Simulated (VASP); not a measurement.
A run of VASP 6.6.1 is set up as follows.

The input INCAR:

```
SYSTEM = BN
ALGO = Normal
EDIFF = 1E-6
ENCUT = 520
GGA = PE
ISIF = 2
ISMEAR = 0
LASPH = .True.
LCHARG = .False.
LREAL = .False.
LWAVE = .False.
NBANDS = 36
NELM = 80
PREC = Accurate
SIGMA = 0.05
```

Contents of KPOINTS:

```
k-points
0
Gamma
  10 10 2
  0 0 0
```

Contents of POSCAR:

```
BN
1.0
   -2.5545800960      0.0000000000      0.0000000000
   -1.2772900480     -2.2123312592      0.0000000000
    0.0000000000      0.0000000000     12.9235436055
B N
6 6
Direct
    0.6666666667      0.6666666667      0.2246864241
    0.6666666667      0.6666666667      0.5515715776
    0.6666666667      0.6666666667      0.8784567311
    0.3333333333      0.3333333333      0.0612438473
    0.3333333333      0.3333333333      0.3881290008
    0.3333333333      0.3333333333      0.7150141543
    0.6666666667      0.6666666667      0.1022314179
    0.6666666667      0.6666666667      0.4291165714
    0.6666666667      0.6666666667      0.7560017249
    0.3333333333      0.3333333333      0.9194443017
    0.3333333333      0.3333333333      0.2656739947
    0.3333333333      0.3333333333      0.5925591482
```

Potentials or basis: VASP PAW PBE potentials, release 64 (B, N).

The run is started by

```bash
$ cat potpaw_PBE.64/B/POTCAR potpaw_PBE.64/N/POTCAR > POTCAR
$ mpirun -np 1 vasp_std > vasp.out
```

What does it give for the largest force?

1.818 eV/Å.

Predict the pressure.

-4.5 GPa.

Predict the band gap on the k mesh.

5.18 eV.

Stress tensor (GPa, compression positive):
```
 -0.54   0.00   0.00
  0.00  -0.54   0.00
  0.00   0.00 -12.31
```

Caveat: forces of over 1 eV/Å act on the atoms, so gaps and moduli don't describe the material at rest. A k mesh can miss the band edges.
